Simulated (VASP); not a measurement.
# AlNi in VASP: a series of runs, part 2 of 2

VASP 6.6.1. Earlier steps stand in the parts before.

### Step 3. Relaxation of the atoms, PBE

This run uses another cell than the first one: it holds 6 atoms, not 14.

The input, INCAR:

```
PREC = Accurate
ENCUT = 520
EDIFF = 1E-6
ISMEAR = 0
SIGMA = 0.1
LREAL = False
LASPH = True
NELM = 80
ALGO = Fast
ISIF = 2
LWAVE = False
LCHARG = False
LDIPOL = True
IDIPOL = 3
DIPOL = 0.5 0.5 0.500
GGA = PE
IBRION = 2
NSW = 80
EDIFFG = -0.02
```

The input, KPOINTS:

```
regular mesh
0
Gamma
  12 9 1
```

The input, POSCAR:

```
AlNi
1.0
    2.8930835185      0.0000000000      0.0000000000
    0.0000000000      4.0914379490      0.0000000000
    0.0000000000      0.0000000000     19.0914379490
Al Ni
3 3
Direct
    0.0000000000      0.5000000000      0.3928462602
    0.0000000000      0.0000000000      0.5000000000
    0.0000000000      0.5000000000      0.6071537398
    0.5000000000      0.0000000000      0.3928462602
    0.5000000000      0.5000000000      0.5000000000
    0.5000000000      0.0000000000      0.6071537398
```

Potentials or basis: VASP PAW PBE potentials, release 64 (Al, Ni).

Started as:

```sh
cat potpaw_PBE.64/Al/POTCAR potpaw_PBE.64/Ni/POTCAR > POTCAR
mpirun -np 1 vasp_std > vasp.out
```

OUTCAR:

```text
PREC = Accurate
   ENCUT = 520
   EDIFF = 1E-6
   ISMEAR = 0
   LREAL = False
   LASPH = True
   NELM = 80
   ISIF = 2
   GGA = PE
   IBRION = 2
   NSW = 80
   EDIFFG = -0.02

 ion  position               nearest neighbor table
   1  0.000  0.500  0.393-   5 2.51   5 2.51   4 2.51   4 2.51   4 2.51   4 2.51   2 2.89   2 2.89

   2  0.000  0.000  0.500-   4 2.51   6 2.51   4 2.51   6 2.51   5 2.51   5 2.51   5 2.51   5 2.51
                             1 2.89   1 2.89   3 2.89   3 2.89
   3  0.000  0.500  0.607-   5 2.51   5 2.51   6 2.51   6 2.51   6 2.51   6 2.51   2 2.89   2 2.89

   4  0.500  0.000  0.393-   2 2.51   2 2.51   1 2.51   1 2.51   1 2.51   1 2.51   5 2.89   5 2.89

   5  0.500  0.500  0.500-   1 2.51   3 2.51   1 2.51   3 2.51   2 2.51   2 2.51   2 2.51   2 2.51
                             6 2.89   4 2.89   4 2.89   6 2.89
   6  0.500  0.000  0.607-   2 2.51   2 2.51   3 2.51   3 2.51   3 2.51   3 2.51   5 2.89   5 2.89

  LATTYP: Found a simple orthorhombic cell.
 ALAT       =     2.8930835185
 B/A-ratio  =     1.4142135624
 C/A-ratio  =     6.5989930214

  Lattice vectors:

 A1 = (   2.8930835185,   0.0000000000,   0.0000000000)
 A2 = (   0.0000000000,   4.0914379490,   0.0000000000)
 A3 = (   0.0000000000,   0.0000000000,  19.0914379490)

Analysis of symmetry for initial positions (statically):
=====================================================================
 Subroutine PRICEL returns:
 Original cell was already a primitive cell.

 Routine SETGRP: Setting up the symmetry group for a
 simple orthorhombic supercell.

 Subroutine GETGRP returns: Found  8 space group operations
 (whereof  8 operations were pure point group operations)
 out of a pool of  8 trial point group operations.

The static configuration has the point symmetry D_2h.

Analysis of symmetry for dynamics (positions and initial velocities):
=====================================================================
 Subroutine PRICEL returns:
 Original cell was already a primitive cell.

 Routine SETGRP: Setting up the symmetry group for a
 simple orthorhombic supercell.

 Subroutine GETGRP returns: Found  8 space group operations
 (whereof  8 operations were pure point group operations)
 out of a pool of  8 trial point group operations.

The dynamic configuration has the point symmetry D_2h.

 Subroutine INISYM returns: Found  8 space group operations
 (whereof  8 operations are pure point group operations),
 and found     1 'primitive' translations

----------------------------------------------------------------------------------------

                                     Primitive cell

  volume of cell :     225.9829

  direct lattice vectors                    reciprocal lattice vectors
     2.893083519  0.000000000  0.000000000     0.345651964  0.000000000  0.000000000
     0.000000000  4.091437949  0.000000000     0.000000000  0.244412848  0.000000000
     0.000000000  0.000000000 19.091437949     0.000000000  0.000000000  0.052379501

  length of vectors
     2.893083519  4.091437949 19.091437949     0.345651964  0.244412848  0.052379501

[... 86 lines left out ...]
   ENCUT  =  520.0 eV  38.22 Ry    6.18 a.u.   5.38  7.61 35.50*2*pi/ulx,y,z
   NELM   =     80;   NELMIN=  2; NELMDL= -5     # of ELM steps
   EDIFF  = 0.1E-05   stopping-criterion for ELM
   LREAL  =      F    real-space projection
   EDIFFG = -.2E-01   stopping-criterion for IOM
   NSW    =     80    number of steps for IOM
   IBRION =      2    ionic relax: 0-MD 1-quasi-New 2-CG
   NFREE  =      1    steps in history (QN), initial steepest desc. (CG)
   ISIF   =      2    stress and relaxation
   ISYM   =      2    0-nonsym 1-usesym 2-fastsym
   POTIM  = 0.5000    time-step for ionic-motion
   TEBEG  =    0.0;   TEEND  =   0.0 temperature during run
   PSTRESS=    0.0 pullay stress
   NELECT =      39.0000    total number of electrons
   NUPDOWN=      -1.0000    fix difference up-down
   EMIN   =  10.00;   EMAX   =-10.00  energy-range for DOS
   EFERMI =   0.00;   METHOD = LEGACY
   ISMEAR =     0;   SIGMA  =   0.10  broadening in eV -4-tet -1-fermi 0-gaus
   EFERMI_NEDOS =   21; number of points for ismear=-14 and -15
   IALGO  =     68    algorithm
   IMIX   =      4    mixing-type and parameters
     AMIX     =   0.40;   BMIX     =  1.00
     AMIX_MAG =   1.60;   BMIX_MAG =  1.00
  volume/ion in A,a.u.               =      37.66       254.17
  Fermi-wavevector in a.u.,A,eV,Ry     =   0.911460  1.722411 11.303179  0.830760
  Thomas-Fermi vector in A             =   2.035742
   LORBIT       =      0    0 simple, 1 ext, 2 COOP (PROOUT), +10 PAW based schemes
   GGA     = PE    functional components
   LHFCALC =     F    Hartree Fock is set to
   AEXX    =    0.0000 exact exchange contribution
   IVDW    =     0    specifies the selected vdW correction
   LEPSILON=     F    determine dielectric tensor
   LRPA    =     F    only Hartree local field effects (RPA)
 conjugate gradient relaxation of ions
 non-spin polarized calculation
 RMM-DIIS sequential band-by-band and
 Gauss-broadening in eV      SIGMA  =   0.10
  energy-cutoff  :      520.00
  volume of cell :      225.98
 maximum number of plane-waves:      6121
 NGX is ok and might be reduce to    24

--------------------------------------- Ionic step        1  -------------------------------------------

 number of electron      39.0000009 magnetization

 Free energy of the ion-electron system (eV)
  ---------------------------------------------------
  ext. energy  EPLUGINS =         0.00000000
  ---------------------------------------------------
  free energy    TOTEN  =       -29.19424485 eV

  energy without entropy =      -29.17883826  energy(sigma->0) =      -29.18654156

------------------------ aborting loop because EDIFF is reached ----------------------------------------

  FORCE on cell =-STRESS in cart. coord.  units (eV):
  Direction    XX          YY          ZZ          XY          YZ          ZX
  --------------------------------------------------------------------------------------
  -------------------------------------------------------------------------------------
  Total       -4.8664232     -3.6865748     -0.7517643      0.0000000      0.0000000      0.0000000
  in kB      -34.5020484    -26.1371390     -5.3298707      0.0000000      0.0000000      0.0000000
  external PRESSURE =     -21.9896860 kB  Pullay stress =       0.0000000 kB
[... 21 lines left out ...]
  FREE ENERGIE OF THE ION-ELECTRON SYSTEM (eV)
  ---------------------------------------------------
  free  energy   TOTEN  =       -29.1942448513 eV

  energy  without entropy=      -29.1788382607  energy(sigma->0) =      -29.18654156

 dipolmoment           0.000000      0.000000      0.000000 electrons x Angstroem

--------------------------------------- Ionic step        2  -------------------------------------------

 number of electron      39.0000030 magnetization

------------------------ aborting loop because EDIFF is reached ----------------------------------------
[... 75 lines left out ...]
--------------------------------------- Ionic step        4  -------------------------------------------

 number of electron      39.0000021 magnetization

 dipolmoment           0.000000      0.000000     -0.000000 electrons x Angstroem

 Free energy of the ion-electron system (eV)
  ---------------------------------------------------
  ext. energy  EPLUGINS =         0.00000000
  ---------------------------------------------------
  free energy    TOTEN  =       -29.29926548 eV

  energy without entropy =      -29.28256435  energy(sigma->0) =      -29.29091492

 E-fermi :  -0.0101     XC(G=0):  -4.9183

 val. band max:       -0.0105257941   @ k =   0.0000   0.2222   0.0000
 cond. band min:       0.0378319367   @ k =   0.2500   0.1111   0.0000
 fundamental gap:      0.0483577308
 Fermi energy:        -0.0101285835

 k-point     1 :       0.0000    0.0000    0.0000
  band No.  band energies     occupation
      1     -10.1048      2.00000
      2      -8.0005      2.00000
      3      -5.6035      2.00000
      4      -3.3174      2.00000
      5      -2.9611      2.00000
      6      -2.8463      2.00000
[... 613 lines left out ...]
     22       1.1471      0.00000
     23       3.7527      0.00000

 [... further k-points ...]

------------------------ aborting loop because EDIFF is reached ----------------------------------------

 vacuum level on the upper side and lower side of the slab       (xc-potential included)        -0.062        -0.062

  FORCE on cell =-STRESS in cart. coord.  units (eV):
  Direction    XX          YY          ZZ          XY          YZ          ZX
  --------------------------------------------------------------------------------------
  -------------------------------------------------------------------------------------
  Total       -4.6289733     -4.3598284     -0.0697796      0.0000000      0.0000000      0.0000000
  in kB      -32.8185715    -30.9103836     -0.4947245      0.0000000      0.0000000      0.0000000
  external PRESSURE =     -21.4078932 kB  Pullay stress =       0.0000000 kB
[... 21 lines left out ...]
  FREE ENERGIE OF THE ION-ELECTRON SYSTEM (eV)
  ---------------------------------------------------
  free  energy   TOTEN  =       -29.2992654807 eV

  energy  without entropy=      -29.2825643516  energy(sigma->0) =      -29.29091492

 reached required accuracy - stopping structural energy minimisation

 vacuum level on the upper side and lower side of the slab         4.620         4.620
```

Run time: 16 min. Hardware: 1 thread of Oxide Virtual Turin-like, shared host; peak memory 0.39 GiB.

Results:

```yaml
Free_energy: -29.2993 eV
Energy_gained_by_relaxing: 17.5 meV/atom
Ionic_steps: 4
Largest_force_after_relaxing: 0.011 eV/Å
Band_gap_on_the_k_mesh: zero (an odd number of electrons rules out a gap without spin polarisation)
```

Forces in eV/Å, atoms in the order of the input:
```
Al   0.000  0.000  0.011
Al   0.000  0.000  0.000
Al   0.000  0.000 -0.011
Ni   0.000  0.000  0.000
Ni   0.000  0.000  0.000
Ni   0.000  0.000  0.000
```

Step by step:
| step | energy change (eV) | largest force (eV/Å) | pressure (GPa) |
| --- | --- | --- | --- |
| 1 | 0.0000 | 0.6357 | -2.20 |
| 2 | -0.0511 | 0.4769 | -2.20 |
| 3 | -0.1045 | 0.0555 | -2.15 |
| 4 | -0.1050 | 0.0107 | -2.14 |

Final structure:
```
Al Ni
1.0
     2.89308    0.00000    0.00000
     0.00000    4.09144    0.00000
     0.00000    0.00000   19.09144
Al Ni
3 3
Direct
  0.00000 0.50000 0.38891
  0.00000 0.00000 0.50000
  0.00000 0.50000 0.61109
  0.50000 0.00000 0.39838
  0.50000 0.50000 0.50000
  0.50000 0.00000 0.60162
```

Levels at points of the mesh, in eV from the Fermi level:
| k point | band 17 | band 18 | band 19 | band 20 | band 21 | band 22 | band 23 |
| --- | --- | --- | --- | --- | --- | --- | --- |
| (0.00, 0.00, 0.00) | -1.31 | -1.29 | -1.19 | -0.94 | 1.12 | 2.40 | 3.40 |
| (0.50, 0.00, 0.00) | -0.88 | -0.38 | -0.17 | 0.63 | 1.15 | 3.17 | 3.22 |
